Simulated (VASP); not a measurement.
# CdSe: relaxation of cell and atoms with PBEsol

CdSe:

```xyz
4
Lattice="4.3000 0.0000 0.0000 -2.1500 3.7239 0.0000 0.0000 0.0000 7.0200" Properties=species:S:1:pos:R:3 pbc="T T T"
Cd    0.0000    2.4826    0.0000
Cd    2.1500    1.2413    3.5100
Se    0.0000    2.4826    2.7027
Se    2.1500    1.2413    6.2127
```

```
Program                : VASP 6.6.1
Task                   : relaxation of cell and atoms
Functional             : PBEsol
Potentials or basis    : VASP PAW PBE potentials, release 64 (Cd, Se)
Cutoff                 : 600 eV
k mesh                 : 8 × 8 × 4
Occupations            : fermi-dirac, width 0.1 eV
Spin                   : no spin polarisation
Dipole correction      : no
Further INCAR settings : ALGO = Normal; EDIFF = 1e-06; IBRION = 2; EDIFFG = -0.002; NSW = 100; ISIF = 3
```

| Property | Result |
| --- | --- |
| Relaxed volume | 28.30 Å³/atom |
| Relaxed cell | a = 4.310 Å, b = 4.310 Å, c = 7.036 Å, α = 90.00°, β = 90.00°, γ = 120.00° |
| Space group after relaxing (to 0.1 Å) | P6_3mc (No. 186) |
| Energy gained by relaxing | 5.0 meV/atom |
| Ionic steps | 11 |
| Pressure after relaxing | 0.0 GPa |
| Band gap on the k mesh | 0.53 eV |

Step by step:
| step | energy change (eV) | largest force (eV/Å) | pressure (GPa) | volume (Å³) |
| --- | --- | --- | --- | --- |
| 1 | 0.0000 | 0.2744 | 0.45 | 112.41 |
| 2 | -0.0159 | 0.0636 | -0.25 | 113.70 |
| 3 | -0.0159 | 0.0682 | -0.24 | 113.68 |
| 4 | -0.0173 | 0.0376 | 0.04 | 113.07 |
| 5 | -0.0174 | 0.0226 | 0.18 | 112.79 |
| 6 | -0.0186 | 0.0176 | 0.16 | 112.86 |
| 7 | -0.0198 | 0.0037 | 0.08 | 113.01 |
| 8 | -0.0198 | 0.0044 | 0.08 | 113.00 |
| 9 | -0.0198 | 0.0030 | -0.06 | 113.32 |
| 10 | -0.0198 | 0.0004 | 0.01 | 113.17 |
| 11 | -0.0198 | 0.0002 | 0.00 | 113.20 |

Final structure:
```
Cd Se
1.0
     4.31021    0.00000    0.00000
    -2.15511    3.73275    0.00000
     0.00000    0.00000    7.03567
Cd Se
2 2
Direct
  0.33333 0.66667 0.00467
  0.66667 0.33333 0.50467
  0.33333 0.66667 0.38033
  0.66667 0.33333 0.88033
```

Levels at points of the mesh, in eV from the valence-band top:
```tsv
k point	band 14	band 15	band 16	band 17	band 18	band 19	band 20	band 21	band 22
(0.00, 0.00, 0.00)	-0.77	-0.77	-0.05	0.00	0.00	0.53	2.09	5.78	5.78
(0.50, 0.00, 0.00)	-3.67	-2.68	-1.86	-1.35	-0.76	3.11	3.23	4.66	6.04
(0.00, 0.00, 0.50)	-2.70	-0.40	-0.40	-0.40	-0.40	2.27	2.27	5.74	5.74
(0.50, 0.00, 0.50)	-4.24	-1.37	-1.37	-1.35	-1.35	2.82	2.82	4.75	4.75
```

Run time: 7.6 min on 1 thread of Intel Xeon 6975P-C, on a shared host, peak memory 0.32 GiB.

Caveat: semilocal functionals underestimate gaps, and a narrow one can read as zero; the PAW data sets were made with another functional, which shifts forces and pressure a little. Zero-point motion and thermal expansion aren't in these numbers.
